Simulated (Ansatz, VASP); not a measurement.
# Ca in VASP and in Ansatz

Contents of INCAR:

```
ALGO     = Normal         # electronic algorithm
EDIFF    = 1E-6           # SCF threshold, eV
ENCUT    = 520            # plane-wave cutoff, eV
GGA      = PE             # functional
ISIF     = 2              # what is computed and relaxed
ISMEAR   = -1             # smearing method
LASPH    = True           # aspherical terms in the spheres
LCHARG   = False          # write CHGCAR
LREAL    = False          # projectors in reciprocal space
LWAVE    = False          # write WAVECAR
NBANDS   = 11             # bands
NELM     = 60             # most SCF steps
PREC     = Accurate       # precision mode
SIGMA    = 0.1            # smearing width, eV
```

Contents of KPOINTS:

```
k-points
0
Gamma
  16 16 16
```

The input POSCAR:

```
Ca
1.0
    0.0000000000      2.7990645185      2.7990645185
    2.7990645185      0.0000000000      2.7990645185
    2.7990645185      2.7990645185      0.0000000000
Ca
1
Direct
    0.0000000000      0.0000000000      0.0000000000
```

Input for Ansatz:

```yaml
crystal:
  lattice:
    - [0.0, 2.7990645185, 2.7990645185]
    - [2.7990645185, 0.0, 2.7990645185]
    - [2.7990645185, 2.7990645185, 0.0]
  atoms:
    - { symbol: Ca, position: [0.0, 0.0, 0.0] }
hamiltonian:
  xc: pbe
  pseudopotentials:
    kind: paw
    azcp:
      Ca: "pseudopotentials/Ca.paw.azcp"
basis:
  ecutwfc: 420
  fft_grid_basis: typed
kpoints:
  mp_grid: { grid: [16, 16, 16], shift: [0, 0, 0] }
magnetization:
  spin_polarized: false
scf:
  occupations: { method: fermi_dirac, width: 0.1 }
output:
  stress: true
```

Alike in both runs: task single point; functional PBE; k mesh 16 × 16 × 16; occupations fermi-dirac, width 0.1 eV; no spin polarisation.

|  | VASP | Ansatz |
| --- | --- | --- |
| version | VASP 6.6.1 | Ansatz 0.2.0 |
| potentials or method | VASP PAW PBE potentials, release 64 (Ca_sv), cutoff 520 eV | plane waves (420 eV) with PAW, scalar-relativistic |
| valence electrons in the cell | 10 | 10 |

|  | VASP | Ansatz | Ansatz less VASP |
| --- | --- | --- | --- |
| pressure (GPa) | -0.6 | -0.6 | 0.00 |

With one functional, cell and mesh, what is left measures potentials, basis and numerics.
